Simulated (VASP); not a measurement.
Crystal: CoO.

```xyz
2
Lattice="0.0000 2.1595 2.1595 2.1595 0.0000 2.1595 2.1595 2.1595 0.0000" Properties=species:S:1:pos:R:3 pbc="T T T"
Co    0.0000    0.0000    0.0000
O     2.1595    2.1595    2.1595
```

Base run:

* Program: VASP 6.6.1
* Functional: PBEsol
* Dispersion: D4
* Potentials or basis: VASP PAW PBE potentials, release 64 (Co, O)
* Cutoff: 520 eV
* k mesh: 11 × 11 × 11
* Occupations: fermi-dirac, width 0.05 eV
* Spin: collinear spin, ferromagnetic start
* Starting moments: [2.0, 0.0] μB

Its results: band gap on the k mesh zero (filled and empty bands overlap); pressure -18.5 GPa; net moment 2.98 μB per cell; site moments Co +2.60; O +0.33 μB.

Question: After a change of settings the same cell gave: band gap on the k mesh zero (filled and empty bands overlap); pressure -8.3 GPa; net moment 2.97 μB per cell; site moments Co +2.60; O +0.31 μB. Which change was it?
A. dispersion from D4 to none; further incar settings from ALGO = Normal; EDIFF = 1e-07; NBANDS = 18 to ALGO = Normal; EDIFF = 1e-06; NBANDS = 18
B. functional from PBEsol to PBE; dispersion from D4 to none
C. potentials or basis from VASP PAW PBE potentials, release 64 (Co, O) to VASP PAW PBE potentials, release 64 (Co_sv, O); cutoff from 520 eV to 600 eV; further incar settings from ALGO = Normal; EDIFF = 1e-07; NBANDS = 18 to ALGO = Normal; EDIFF = 1e-06; NBANDS = 22; valence electrons from 15 to 23

Answer: B.

Caveats: a cell with one magnetic atom can't hold antiferromagnetic order, which such compounds often take; semilocal functionals often make such compounds metallic where correlation or magnetic order opens a gap, which also shifts bond lengths; the PAW data sets were made with another functional, which shifts forces and pressure a little (some runs); pairwise dispersion overbinds metals, which lowers pressure and volume (some runs).
